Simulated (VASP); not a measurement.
Runs of VASP 6.6.1 on MnO2. Symmetry: P4_2/mnm, No. 136, tetragonal system. Conventional cell: a = 4.400 Å, b = 4.400 Å, c = 2.867 Å, α = 90.00°, β = 90.00°, γ = 90.00°. Mn (site symmetry mmm) has 6 O at 1.88 to 1.90 Å within 2.5 Å. O (site symmetry m2m) has 3 Mn at 1.88 to 1.90 Å and 1 O at 2.43 Å within 2.5 Å. 

```tsv
level	potentials or basis	spin	k mesh	gap on the mesh (eV)	pressure (GPa)	moment (μB)	largest force (eV/Å)
PBE	VASP PAW PBE potentials, release 64 (Mn_pv, O)	collinear, ferrimagnetic start	6 × 6 × 9	none	4.0	0.00	0.15
PBEsol	VASP PAW PBE potentials, release 64 (Mn_pv, O)	collinear, ferromagnetic start	6 × 6 × 9	none	-2.2	(a)	0.04
LDA	VASP PAW LDA potentials, release 64 (Mn_pv, O)	collinear, ferromagnetic start	6 × 6 × 9	none	-11.8	5.47	0.07
r2SCAN	VASP PAW PBE potentials, release 64 (Mn_pv, O)	collinear, ferromagnetic start	8 × 8 × 13	-	(b)	6.00	0.02
PBE	VASP PAW PBE potentials, release 64 (Mn_pv, O)	collinear, ferromagnetic start	5 × 5 × 8	none	(c)	5.99	0.03
```

Alike in all rows: task single point; cell as given; cutoff (eV) 520; smearing fermi-dirac 0.05 eV.

Question: Fill in the values left out.

Answer: (a) 5.97; (b) 0.3; (c) 7.0.

Caveats: semilocal functionals often make such compounds metallic where correlation or magnetic order opens a gap, which also shifts bond lengths; the cell stands under pressure (at least some runs); the PAW data sets were made with another functional, which shifts forces and pressure a little (at least some runs); the cell stands under tension (at least some runs).

A gap of «none» marks levels without a gap at the run's occupations.
